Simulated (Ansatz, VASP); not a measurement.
# MgCd3O4: VASP beside Ansatz

```
CELL_PARAMETERS angstrom
3.30029 -4.66500 0.00000
3.30029 4.66500 0.00000
0.00000 0.00000 3.28874
ATOMIC_POSITIONS crystal
Mg 0.50000 0.50000 0.00000
Cd 0.00000 0.00000 0.00000
Cd 0.00000 0.50000 0.50000
Cd 0.50000 0.00000 0.50000
O 0.73603 0.26397 0.00000
O 0.73159 0.73159 0.50000
O 0.26841 0.26841 0.50000
O 0.26397 0.73603 0.00000
```

Alike in both runs: functional PBE; k mesh 4 × 4 × 6; occupations gaussian, width 0.1 eV; no spin polarisation.

Ansatz relaxed the structure, and its values are those at the end. VASP's run is a single point on that final structure, the one shown.

```csv
,VASP,Ansatz
version,VASP 6.6.1,Ansatz 0.2.0
potentials or method,"VASP PAW PBE potentials, release 64 (Mg, Cd, O), cutoff 520 eV","scalar-relativistic, plane waves, PAW"
valence electrons in the cell,62,94
```

|  | VASP | Ansatz | Ansatz less VASP |
| --- | --- | --- | --- |
| pressure (GPa) | 1.0 | 0.0 | -0.94 |
| rms of the force components (eV/Å) | 0.029 | 0.002 | -0.0269 |

VASP's potentials hold 62 valence electrons a cell and Ansatz's 94, so a difference there can come from the potentials and not from the codes.
